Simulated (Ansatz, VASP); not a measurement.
**AlCo in VASP and in Ansatz**

```
Co Al
1.0
     0.00000    2.39598    2.39598
     2.39598    0.00000    2.39598
     2.39598    2.39598    0.00000
Co Al
1 1
Cartesian
  0.0000 0.0000 0.0000
  2.3960 2.3960 2.3960
```

Alike in both runs: functional PBE; k mesh 14 × 14 × 14; occupations fermi-dirac, width 0.1 eV; no spin polarisation.

Ansatz relaxed the structure, and its values are those at the end. VASP's run is a single point on that final structure, the one shown.

```csv
,VASP,Ansatz
version,VASP 6.6.1,Ansatz 0.2.0
potentials or method,"VASP PAW PBE potentials, release 64 (Co, Al)","PAW with Ansatz's default frozen-core files, scalar-relativistic"
plane-wave cutoff (eV),520,420
valence electrons in the cell,12,20
```

|  | VASP | Ansatz | Ansatz less VASP |
| --- | --- | --- | --- |
| pressure (GPa) | -0.1 | 0.0 | +0.09 |

VASP's potentials hold 12 valence electrons a cell and Ansatz's 20, so a difference there can come from the potentials and not from the codes.
